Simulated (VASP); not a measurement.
A run of VASP 6.6.1 is set up as follows.

File INCAR:

```
  ALGO = Normal
  EDIFF = 1E-7
  ENCUT = 520
  GGA = PE
  ISIF = 2
  ISMEAR = 0
  LASPH = T
  LCHARG = F
  LREAL = F
  LWAVE = F
  NBANDS = 36
  NELM = 80
  PREC = Accurate
  SIGMA = 0.05
```

File KPOINTS:

```
k-points
0
Gamma
  10 10 2
```

POSCAR

```
C
1.0
    1.7834000000     -1.7834000000      0.0000000000
    1.7834000000      0.0000000000     -1.7834000000
    9.8087000000      5.7960500000      5.7960500000
C
12
Direct
    0.4635166667      0.4635166667      0.2708666667
   -0.0781500000     -0.0781500000      0.1042000000
    0.0051833333      0.0051833333      0.4375333333
    0.0885166667      0.0885166667      0.7708666667
    0.5468500000      0.5468500000      0.6042000000
   -0.3698166667     -0.3698166667      0.9375333333
    0.3697666667      0.3697666667      0.3958666667
    0.8281000000      0.8281000000      0.2292000000
   -0.0885666667     -0.0885666667      0.5625333333
   -0.0052333333     -0.0052333333      0.8958666667
   -0.5469000000     -0.5469000000      0.7292000000
    0.2864333333      0.2864333333      0.0625333333
```

Potentials or basis: VASP PAW PBE potentials, release 64 (C).

The run is started by

```sh
$ cat potpaw_PBE.64/C/POTCAR > POTCAR
$ mpirun -np 1 vasp_std > vasp.out
```

Q: What does it give for the pressure?

A: 3.4 GPa.

Q: Estimate the largest force.

A: 3.865 eV/Å.

Q: Predict the band gap on the k mesh.

A: Zero (bands 24 and 25 overlap by 0.71 eV).

Stress tensor (GPa, compression positive):
```
 8.31 10.51 10.51
10.51  0.88  0.73
10.51  0.73  0.88
```

Caveat: the cell differs from its parent crystal (the part above a cut slid along it); the stress differs along the axes, from 1 to 8 GPa; forces of over 1 eV/Å act on the atoms, so gaps and moduli don't describe the material at rest.
